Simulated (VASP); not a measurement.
# BaTiO3 (Pm-3m) in VASP: single point with r2SCAN+U

Aim: the single point of BaTiO3 with r2SCAN+U.

Program: VASP 6.6.1. These are calculated values, not measurements. Logs are shortened: lines on timing, memory, paths and dates and some standing lists are left out, and cuts for length are marked.

**1. The cell of the first run**

The structure is cubic, space group Pm-3m (No. 221). Conventional cell: a = 4.048 Å, b = 4.048 Å, c = 4.048 Å, α = 90.00°, β = 90.00°, γ = 90.00°. Ba (site symmetry m-3m) has 12 O at 2.86 Å and 8 Ti at 3.51 Å within 3.8 Å. Ti (site symmetry m-3m) has 6 O at 2.02 Å within 2.7 Å. Within 2.7 Å of O (site symmetry 4/mmm) lie 2 Ti at 2.02 Å. O (site symmetry 4/mmm) has 2 Ti at 2.02 Å within 2.7 Å.

**2. Single point, r2SCAN+U**

Contents of POSCAR:

```
BaTiO3
1.0
    4.0475778700      0.0000000000      0.0000000000
    0.0000000000      8.0951557500      0.0000000000
    0.0000000000      0.0000000000      4.0475778700
Ba Ti O
2 2 6
Direct
    0.0000000000      0.0000000000      0.0000000000
    0.0000000000      0.5000000000      0.0000000000
    0.5000000000      0.2500000000      0.5000000000
    0.5000000000      0.7500000000      0.5000000000
    0.5000000000      0.2500000000      0.0000000000
    0.5000000000      0.7500000000      0.0000000000
    0.0000000000      0.2500000000      0.5000000000
    0.0000000000      0.7500000000      0.5000000000
    0.5000000000      0.0000000000      0.5000000000
    0.5000000000      0.5000000000      0.5000000000
```

Contents of INCAR.step1:

```
SYSTEM = BaTiO3
PREC = Accurate ; ENCUT = 520
ISMEAR = -1 ; SIGMA = 0.1
LREAL = .False. ; LASPH = .True.
NELM = 150 ; LMAXMIX = 4
LDAU = .True. ; LDAUTYPE = 2
LDAUL = -1 2 -1 ; LDAUU = 0 6.6 0
LDAUJ = 0 0 0 ; NBANDS = 51
GGA = PE ; ALGO = Normal
EDIFF = 1E-4 ; LWAVE = .True.
LCHARG = .False.
```

Contents of INCAR.step2:

```
SYSTEM = BaTiO3
PREC = Accurate ; ENCUT = 520
EDIFF = 1E-6 ; ISMEAR = -1
SIGMA = 0.1 ; LREAL = .False.
LASPH = .True. ; NELM = 150
ALGO = Normal ; ISIF = 2
LWAVE = .False. ; LCHARG = .True.
LMAXMIX = 4 ; LDAU = .True.
LDAUTYPE = 2 ; LDAUL = -1 2 -1
LDAUU = 0 6.6 0 ; LDAUJ = 0 0 0
LDAUPRINT = 1 ; METAGGA = R2SCAN
LMIXTAU = .True. ; LELF = .True.
LVHAR = .True. ; NBANDS = 51
ISTART = 1
```

Contents of KPOINTS:

```
regular mesh
0
Gamma
  6 3 6
  0 0 0
```

Potentials or basis: VASP PAW PBE potentials, release 64 (Ba_sv, Ti_sv, O).

On the command line:

```bash
cat potpaw_PBE.64/Ba_sv/POTCAR potpaw_PBE.64/Ti_sv/POTCAR potpaw_PBE.64/O/POTCAR > POTCAR
cp INCAR.step1 INCAR
mpirun -np 1 vasp_std > vasp.out
cp INCAR.step2 INCAR
mpirun -np 1 vasp_std > vasp.out
```

OUTCAR:

```text
SYSTEM = BaTiO3
   PREC = Accurate
   ENCUT = 520
   EDIFF = 1E-6
   ISMEAR = -1
   LREAL = .False.
   LASPH = .True.
   NELM = 150
   ISIF = 2
   METAGGA = R2SCAN
   ISTART = 1

 ion  position               nearest neighbor table
   1  0.000  0.000  0.000-   9 2.86   9 2.86   9 2.86   9 2.86   5 2.86   7 2.86   8 2.86   6 2.86
                             5 2.86   6 2.86   7 2.86   8 2.86   3 3.51   4 3.51   4 3.51   4 3.51
   2  0.000  0.500  0.000-  10 2.86  10 2.86  10 2.86  10 2.86   5 2.86   7 2.86   8 2.86   6 2.86
                             5 2.86   6 2.86   7 2.86   8 2.86   3 3.51   4 3.51   4 3.51   4 3.51
   3  0.500  0.250  0.500-   5 2.02   7 2.02   5 2.02   7 2.02   9 2.02  10 2.02   1 3.51   2 3.51
                             1 3.51   1 3.51   2 3.51   2 3.51   1 3.51   2 3.51
   4  0.500  0.750  0.500-   6 2.02   8 2.02   6 2.02   8 2.02   9 2.02  10 2.02   1 3.51   2 3.51
                             1 3.51   1 3.51   2 3.51   2 3.51   1 3.51   2 3.51
   5  0.500  0.250  0.000-   3 2.02   3 2.02   1 2.86   2 2.86   1 2.86   2 2.86
   6  0.500  0.750  0.000-   4 2.02   4 2.02   1 2.86   2 2.86   1 2.86   2 2.86
   7  0.000  0.250  0.500-   3 2.02   3 2.02   1 2.86   1 2.86   2 2.86   2 2.86
   8  0.000  0.750  0.500-   4 2.02   4 2.02   1 2.86   1 2.86   2 2.86   2 2.86
   9  0.500  0.000  0.500-   3 2.02   4 2.02   1 2.86   1 2.86   1 2.86   1 2.86
  10  0.500  0.500  0.500-   3 2.02   4 2.02   2 2.86   2 2.86   2 2.86   2 2.86

  LATTYP: Found a simple tetragonal cell.
 ALAT       =     4.0475778700
 C/A-ratio  =     2.0000000025

  Lattice vectors:

 A1 = (  -4.0475778700,   0.0000000000,   0.0000000000)
 A2 = (   0.0000000000,   0.0000000000,   4.0475778700)
 A3 = (   0.0000000000,   8.0951557500,   0.0000000000)

Analysis of symmetry for initial positions (statically):
=====================================================================
 Subroutine PRICEL returns following result:

  LATTYP: Found a simple cubic cell.
 ALAT       =     4.0475778700

  Lattice vectors:

 A1 = (   4.0475778700,   0.0000000000,   0.0000000000)
 A2 = (   0.0000000000,   4.0475778750,   0.0000000000)
 A3 = (   0.0000000000,   0.0000000000,   4.0475778700)

   2 primitive cells build up your supercell.

 Routine SETGRP: Setting up the symmetry group for a
 simple tetragonal supercell.

 Subroutine GETGRP returns: Found 16 space group operations
 (whereof 16 operations were pure point group operations)
 out of a pool of 16 trial point group operations.

The static configuration has the point symmetry D_4h.

Analysis of symmetry for dynamics (positions and initial velocities):
=====================================================================
 Subroutine PRICEL returns following result:

  LATTYP: Found a simple cubic cell.
 ALAT       =     4.0475778700

  Lattice vectors:

 A1 = (   4.0475778700,   0.0000000000,   0.0000000000)
 A2 = (   0.0000000000,   4.0475778750,   0.0000000000)
 A3 = (   0.0000000000,   0.0000000000,   4.0475778700)

   2 primitive cells build up your supercell.

 Routine SETGRP: Setting up the symmetry group for a
 simple tetragonal supercell.

 Subroutine GETGRP returns: Found 16 space group operations
 (whereof 16 operations were pure point group operations)
 out of a pool of 16 trial point group operations.

The dynamic configuration has the point symmetry D_4h.

 Subroutine INISYM returns: Found 16 space group operations
 (whereof 16 operations are pure point group operations),
[... 137 lines left out ...]

atom =   3  type =  2  l = 2

 onsite density matrix

spin component  1

  0.0821 -0.0000 -0.0000 -0.0000 -0.0000
 -0.0000  0.0821 -0.0000 -0.0000 -0.0000
 -0.0000 -0.0000  0.2206 -0.0000 -0.0000
 -0.0000 -0.0000 -0.0000  0.0821  0.0000
 -0.0000 -0.0000 -0.0000  0.0000  0.2206

spin component  2

  0.0821 -0.0000 -0.0000 -0.0000 -0.0000
 -0.0000  0.0821 -0.0000 -0.0000 -0.0000
 -0.0000 -0.0000  0.2206 -0.0000 -0.0000
 -0.0000 -0.0000 -0.0000  0.0821  0.0000
 -0.0000 -0.0000 -0.0000  0.0000  0.2206

 occupancies and eigenvectors

  o =  0.0821  v =  0.0000 -0.0000  0.0000 -1.0000 -0.0000  0.0000  0.0000  0.0000  0.0000  0.0000      0.0000  0.0000  0.0000  0.0000  0.0000  0.0000  0.0000  0.0000  0.0000  0.0000
  o =  0.0821  v =  0.0000  0.0000  0.0000  0.0000  0.0000  0.0000 -0.0000  0.0000 -1.0000 -0.0000      0.0000  0.0000  0.0000  0.0000  0.0000  0.0000  0.0000  0.0000  0.0000  0.0000
  o =  0.0821  v =  0.0000 -1.0000  0.0000  0.0000  0.0000  0.0000  0.0000  0.0000  0.0000  0.0000      0.0000  0.0000  0.0000  0.0000  0.0000  0.0000  0.0000  0.0000  0.0000  0.0000
  o =  0.0821  v =  0.0000  0.0000  0.0000  0.0000  0.0000  0.0000 -1.0000  0.0000  0.0000  0.0000      0.0000  0.0000  0.0000  0.0000  0.0000  0.0000  0.0000  0.0000  0.0000  0.0000
  o =  0.0821  v =  1.0000  0.0000  0.0000  0.0000  0.0000  0.0000  0.0000  0.0000  0.0000  0.0000      0.0000  0.0000  0.0000  0.0000  0.0000  0.0000  0.0000  0.0000  0.0000  0.0000
  o =  0.0821  v =  0.0000  0.0000  0.0000  0.0000  0.0000  1.0000  0.0000  0.0000  0.0000  0.0000      0.0000  0.0000  0.0000  0.0000  0.0000  0.0000  0.0000  0.0000  0.0000  0.0000
  o =  0.2206  v =  0.0000  0.0000  0.0000  0.0000  0.0000  0.0000  0.0000  0.5000  0.0000  0.8660      0.0000  0.0000  0.0000  0.0000  0.0000  0.0000  0.0000  0.0000  0.0000  0.0000
  o =  0.2206  v =  0.0000  0.0000  0.5000  0.0000  0.8660  0.0000  0.0000  0.0000  0.0000  0.0000      0.0000  0.0000  0.0000  0.0000  0.0000  0.0000  0.0000  0.0000  0.0000  0.0000
  o =  0.2206  v =  0.0000  0.0000  0.0000  0.0000  0.0000  0.0000  0.0000  0.8660  0.0000 -0.5000      0.0000  0.0000  0.0000  0.0000  0.0000  0.0000  0.0000  0.0000  0.0000  0.0000
  o =  0.2206  v =  0.0000  0.0000  0.8660  0.0000 -0.5000  0.0000  0.0000  0.0000  0.0000  0.0000      0.0000  0.0000  0.0000  0.0000  0.0000  0.0000  0.0000  0.0000  0.0000  0.0000

atom =   4  type =  2  l = 2

 onsite density matrix

spin component  1

  0.0821  0.0000  0.0000 -0.0000 -0.0000
  0.0000  0.0821  0.0000  0.0000  0.0000
  0.0000  0.0000  0.2206 -0.0000 -0.0000
 -0.0000  0.0000 -0.0000  0.0821 -0.0000
 -0.0000  0.0000 -0.0000 -0.0000  0.2206

spin component  2

  0.0821  0.0000  0.0000 -0.0000 -0.0000
  0.0000  0.0821  0.0000  0.0000  0.0000
  0.0000  0.0000  0.2206 -0.0000 -0.0000
 -0.0000  0.0000 -0.0000  0.0821 -0.0000
 -0.0000  0.0000 -0.0000 -0.0000  0.2206

 occupancies and eigenvectors

  o =  0.0821  v =  0.0000  0.0000  0.0000  1.0000 -0.0000  0.0000  0.0000  0.0000  0.0000  0.0000      0.0000  0.0000  0.0000  0.0000  0.0000  0.0000  0.0000  0.0000  0.0000  0.0000
  o =  0.0821  v =  0.0000  0.0000  0.0000  0.0000  0.0000  0.0000  0.0000  0.0000  1.0000 -0.0000      0.0000  0.0000  0.0000  0.0000  0.0000  0.0000  0.0000  0.0000  0.0000  0.0000
  o =  0.0821  v =  1.0000  0.0000  0.0000  0.0000  0.0000  0.0000  0.0000  0.0000  0.0000  0.0000      0.0000  0.0000  0.0000  0.0000  0.0000  0.0000  0.0000  0.0000  0.0000  0.0000
  o =  0.0821  v =  0.0000  0.0000  0.0000  0.0000  0.0000  1.0000  0.0000  0.0000  0.0000  0.0000      0.0000  0.0000  0.0000  0.0000  0.0000  0.0000  0.0000  0.0000  0.0000  0.0000
  o =  0.0821  v =  0.0000  1.0000  0.0000 -0.0000  0.0000  0.0000  0.0000  0.0000  0.0000  0.0000      0.0000  0.0000  0.0000  0.0000  0.0000  0.0000  0.0000  0.0000  0.0000  0.0000
  o =  0.0821  v =  0.0000  0.0000  0.0000  0.0000  0.0000  0.0000  1.0000  0.0000 -0.0000  0.0000      0.0000  0.0000  0.0000  0.0000  0.0000  0.0000  0.0000  0.0000  0.0000  0.0000
  o =  0.2206  v =  0.0000  0.0000  0.0000  0.0000  0.0000  0.0000  0.0000 -0.5000  0.0000 -0.8660      0.0000  0.0000  0.0000  0.0000  0.0000  0.0000  0.0000  0.0000  0.0000  0.0000
  o =  0.2206  v =  0.0000  0.0000 -0.5000  0.0000 -0.8660  0.0000  0.0000  0.0000  0.0000  0.0000      0.0000  0.0000  0.0000  0.0000  0.0000  0.0000  0.0000  0.0000  0.0000  0.0000
  o =  0.2206  v =  0.0000  0.0000  0.0000  0.0000  0.0000  0.0000 -0.0000 -0.8660  0.0000  0.5000      0.0000  0.0000  0.0000  0.0000  0.0000  0.0000  0.0000  0.0000  0.0000  0.0000
  o =  0.2206  v =  0.0000 -0.0000 -0.8660  0.0000  0.5000  0.0000  0.0000  0.0000  0.0000  0.0000      0.0000  0.0000  0.0000  0.0000  0.0000  0.0000  0.0000  0.0000  0.0000  0.0000

 number of electron      79.9999957 magnetization

 Free energy of the ion-electron system (eV)
  ---------------------------------------------------
  ext. energy  EPLUGINS =         0.00000000
  ---------------------------------------------------
  free energy    TOTEN  =      -140.29373618 eV

  energy without entropy =     -140.29373585  energy(sigma->0) =     -140.29373601

 E-fermi :   5.0160     XC(G=0): -11.7396

 val. band max:        3.5005000236   @ k =   0.5000   0.0000   0.5000
 cond. band min:       6.4567576918   @ k =   0.0000   0.0000   0.0000
 fundamental gap:      2.9562576682
 Fermi energy:         5.0159529946

 k-point     1 :       0.0000    0.0000    0.0000
  band No.  band energies     occupation
      1     -57.3423      2.00000
      2     -57.3415      2.00000
      3     -32.4334      2.00000
      4     -32.3954      2.00000
      5     -32.3954      2.00000
      6     -32.3954      2.00000
[... 1069 lines left out ...]
     50      11.3026      0.00000
     51      11.3026      0.00000

------------------------ aborting loop because EDIFF is reached ----------------------------------------

  FORCE on cell =-STRESS in cart. coord.  units (eV):
  Direction    XX          YY          ZZ          XY          YZ          ZX
  --------------------------------------------------------------------------------------
  -------------------------------------------------------------------------------------
  Total       -0.0661632     -0.0660224     -0.0661632      0.0000000      0.0000000      0.0000000
  in kB       -0.7993036     -0.7976018     -0.7993036      0.0000000      0.0000000      0.0000000
  external PRESSURE =      -0.7987363 kB  Pullay stress =       0.0000000 kB

 VOLUME and BASIS-vectors are now :
 -----------------------------------------------------------------------------
  energy-cutoff  :      520.00
  volume of cell :      132.62
      direct lattice vectors                 reciprocal lattice vectors
     4.047577870  0.000000000  0.000000000     0.247061337  0.000000000  0.000000000
     0.000000000  8.095155750  0.000000000     0.000000000  0.123530668  0.000000000
     0.000000000  0.000000000  4.047577870     0.000000000  0.000000000  0.247061337

 POSITION                                       TOTAL-FORCE (eV/Angst)
 -----------------------------------------------------------------------------------
      0.00000      0.00000      0.00000         0.000000     -0.000000     -0.000000
      0.00000      4.04758      0.00000         0.000000     -0.000000     -0.000000
      2.02379      2.02379      2.02379         0.000000     -0.000000     -0.000000
      2.02379      6.07137      2.02379         0.000000     -0.000000     -0.000000
      2.02379      2.02379      0.00000         0.000000      0.000000     -0.000000
      2.02379      6.07137      0.00000         0.000000      0.000000     -0.000000
      0.00000      2.02379      2.02379        -0.000000      0.000000      0.000000
      0.00000      6.07137      2.02379        -0.000000      0.000000      0.000000
      2.02379      0.00000      2.02379         0.000000     -0.000000      0.000000
      2.02379      4.04758      2.02379         0.000000     -0.000000      0.000000
 -----------------------------------------------------------------------------------
    total drift:                                0.000000      0.000000     -0.000000

  FREE ENERGIE OF THE ION-ELECTRON SYSTEM (eV)
  ---------------------------------------------------
  free  energy   TOTEN  =      -140.2937361757 eV

  energy  without entropy=     -140.2937358526  energy(sigma->0) =     -140.29373601
```

Wall time 6.7 min (1 thread of Intel Xeon Platinum 8488C (Sapphire Rapids), shared host); peak memory 0.31 GiB.

Results:

```
Free energy            : -140.2937 eV
Pressure               : -0.1 GPa
Band gap on the k mesh : 2.96 eV
```

Levels at points of the mesh, in eV from the valence-band top:
| k point | band 37 | band 38 | band 39 | band 40 | band 41 | band 42 | band 43 | band 44 |
| --- | --- | --- | --- | --- | --- | --- | --- | --- |
| (0.00, 0.00, 0.00) | -0.85 | -0.25 | -0.25 | -0.25 | 2.96 | 2.96 | 2.96 | 3.15 |
| (0.50, 0.00, 0.00) | -0.93 | -0.85 | -0.85 | -0.09 | 3.15 | 4.10 | 4.53 | 4.53 |
| (0.50, 0.00, 0.50) | -0.09 | 0.00 | 0.00 | 0.00 | 4.55 | 4.55 | 4.87 | 5.00 |

Eigenvalues of the final occupation matrices:
```csv
site,spin,trace,eigenvalues
site 3 d,1,0.69,0.08 0.08 0.08 0.22 0.22
site 3 d,2,0.69,0.08 0.08 0.08 0.22 0.22
site 4 d,1,0.69,0.08 0.08 0.08 0.22 0.22
site 4 d,2,0.69,0.08 0.08 0.08 0.22 0.22
```

Caveat: the PAW data sets were made with another functional, which shifts forces and pressure a little; spin-orbit coupling is left out, which moves the levels of the heavy elements. A k mesh can miss the band edges.
